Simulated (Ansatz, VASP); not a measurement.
## One calculation of BaS, two programs

```xyz
2
Lattice="0.0000 3.2149 3.2149 3.2149 0.0000 3.2149 3.2149 3.2149 0.0000" Properties=species:S:1:pos:R:3 pbc="T T T"
Ba    0.0000    0.0000    0.0000
S     3.2149    3.2149    3.2149
```

Change from the starting cell: volume scaled by 1.02, crystal datasets.

Alike in both runs: task electric field gradients; functional LDA; k mesh 7 × 7 × 7; occupations fermi-dirac, width 0.01 eV; no spin polarisation.

```csv
,VASP,Ansatz
version,VASP 6.6.1,Ansatz 0.2.0
potentials or method,"VASP PAW LDA potentials, release 64 (Ba_sv, S), cutoff 520 eV","all-electron PAW with datasets made for the crystal, scalar-relativistic"
```

```tsv
	VASP	Ansatz	Ansatz less VASP
gap on the k mesh at the Fermi level (eV)	2.00	2.09	+0.099
pressure (GPa)	-2.6	-3.2	-0.58
```

LDA's correlation is that of Perdew and Zunger in VASP and of Perdew and Wang (1992) in Ansatz. Ansatz ran all-electron here, and VASP with PAW potentials.

Neither program's run includes spin-orbit coupling.
